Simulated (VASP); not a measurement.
**MgO: single point with LDA**

MgO:

```
Mg O
1.0
     4.16071    0.00000    0.00000
     0.00000   -4.16071    0.00000
     0.00000    0.00000   -4.16071
Mg O
4 4
Cartesian
  -0.3677 -4.5284 -4.6807
  2.0804 -2.0804 -4.1607
  2.0804 -4.1607 -2.0804
  0.0000 -2.0804 -2.0804
  2.0804 0.0000 0.0000
  0.0000 -2.0804 0.0000
  0.0000 0.0000 -2.0804
  2.0804 -2.0804 -2.0804
```

This cell differs from its parent crystal: atom 1 (Mg) moved by -0.520 Å along [1 1 0] and -0.520 Å along [0 0 1].

```
Program                : VASP 6.6.1
Task                   : single point
Functional             : LDA
Potentials or basis    : VASP PAW LDA potentials, release 64 (Mg, O)
Cutoff                 : 520 eV
k mesh                 : 6 × 6 × 6
Occupations            : gaussian, width 0.05 eV
Spin                   : no spin polarisation
Dipole correction      : no
Further INCAR settings : ALGO = Normal; EDIFF = 1e-07; NBANDS = 26
```

```json
{
 "Pressure": "14.6 GPa",
 "Largest force": "9.627 eV/Å",
 "Band gap on the k mesh": "4.79 eV, direct"
}
```

Forces in eV/Å, atoms in the order of the input:
```
Mg   2.626  2.626  8.881
Mg  -1.174 -1.174  0.600
Mg  -1.619  0.567 -1.821
Mg   0.567 -1.619 -1.821
O   -1.172 -0.225 -0.380
O   -0.225 -1.172 -0.380
O    0.754  0.754 -5.339
O    0.242  0.242  0.258
```

Stress tensor (GPa, compression positive):
```
 9.90 -1.40 -4.44
-1.40  9.90 -4.44
-4.44 -4.44 24.12
```

Levels at points of the mesh, in eV from the valence-band top:
```tsv
k point	band 13	band 14	band 15	band 16	band 17	band 18	band 19	band 20
(0.00, 0.00, 0.00)	-1.38	-0.22	-0.21	0.00	4.79	8.22	9.03	9.06
(0.50, 0.00, 0.00)	-0.99	-0.94	-0.92	-0.68	7.80	8.29	9.96	10.79
(0.00, 0.00, 0.50)	-1.16	-1.12	-0.75	-0.57	7.63	8.34	9.87	10.94
(0.50, 0.50, 0.00)	-1.10	-1.05	-0.81	-0.25	8.76	9.39	9.62	9.90
(0.00, 0.50, 0.50)	-1.05	-0.94	-0.86	-0.32	8.69	9.41	9.68	9.99
(0.50, 0.50, 0.50)	-0.90	-0.77	-0.34	-0.23	7.32	7.88	8.01	8.12
```

It took 78 s on 1 thread of Intel Xeon 6975P-C, with other jobs on the host, peak memory 0.22 GiB.

Caveat: the cell differs from its parent crystal (atom 1 (Mg) moved by -0.520 Å along [1 1 0] and -0.520 Å along [0 0 1]); forces of over 1 eV/Å act on the atoms, so gaps and moduli don't describe the material at rest.
